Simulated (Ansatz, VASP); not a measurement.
## Te2Mo: VASP beside Ansatz

Contents of INCAR:

```
SYSTEM = Te2Mo
ALGO = Normal
DIPOL = 0.5 0.5 0.406
EDIFF = 1E-6
ENCUT = 520
GGA = PE
IDIPOL = 3
ISIF = 2
ISMEAR = 0
IVDW = 12
LASPH = .True.
LCHARG = .False.
LDIPOL = .True.
LREAL = .False.
LWAVE = .False.
NBANDS = 35
NELM = 60
PREC = Accurate
SIGMA = 0.05
```

Contents of KPOINTS:

```
k-points
0
Gamma
  9 9 1
  0 0 0
```

Contents of POSCAR:

```
Te2Mo
1.0
    3.5038816881      0.0000000000      0.0000000000
   -1.7519408440      3.0344505538      0.0000000000
    0.0000000000      0.0000000000     24.7677198395
Te Mo
4 2
Direct
    0.3333333333      0.6666666667      0.1816881017
    0.3333333333      0.6666666667      0.3284056818
    0.3333333333      0.6666666667      0.4830424438
    0.3333333333      0.6666666667      0.6297600240
    0.6666666667      0.3333333333      0.2550468917
    0.6666666667      0.3333333333      0.5564012339
```

Input for Ansatz:

```yaml
crystal:
  lattice:
    - [3.5038816881, 0.0, 0.0]
    - [-1.751940844, 3.0344505538, 0.0]
    - [0.0, 0.0, 24.7677198395]
  atoms:
    - { symbol: Te, position: [0.3333333333, 0.6666666667, 0.1816881017] }
    - { symbol: Mo, position: [0.6666666667, 0.3333333333, 0.2550468917] }
    - { symbol: Te, position: [0.3333333333, 0.6666666667, 0.3284056818] }
    - { symbol: Te, position: [0.3333333333, 0.6666666667, 0.4830424438] }
    - { symbol: Mo, position: [0.6666666667, 0.3333333333, 0.5564012339] }
    - { symbol: Te, position: [0.3333333333, 0.6666666667, 0.629760024] }
basis:
  ecutwfc: 420
kpoints:
  mp_grid: { grid: [9, 9, 1] }
hamiltonian:
  xc: pbe
  pseudopotentials: { kind: paw, azcp: { folder: soft_1 } }
  dispersion: d3bj
scf:
  occupations: { method: gaussian, width: 0.05 }
output:
  forces: true
  eigenvalues: true
efield:
  axis: 3
  dipole_correction: true
  ramp_width: 0.04
```

Alike in both runs: task single point; functional PBE; dispersion D3(BJ); k mesh 9 × 9 × 1; occupations gaussian, width 0.05 eV; no spin polarisation.

|  | VASP | Ansatz |
| --- | --- | --- |
| version | VASP 6.6.1 | Ansatz 0.2.0 |
| potentials or method | VASP PAW PBE potentials, release 64 (Te, Mo_sv), cutoff 520 eV | scalar-relativistic, plane waves, PAW |
| valence electrons in the cell | 52 | 92 |

VASP gave:

| Quantity | Value |
| --- | --- |
| gap on the k mesh at the Fermi level (eV) | 1.11 |
| least direct gap on the mesh (eV) | 1.15 |
| rms of the force components (eV/Å) | 0.025 |

Task: Estimate Ansatz's values.

Result: gap on the k mesh at the Fermi level (eV): 1.11; least direct gap on the mesh (eV): 1.15; rms of the force components (eV/Å): 0.029.

VASP's potentials hold 52 valence electrons a cell and Ansatz's 92, so a difference there can come from the potentials and not from the codes.

Spin-orbit coupling is off throughout.
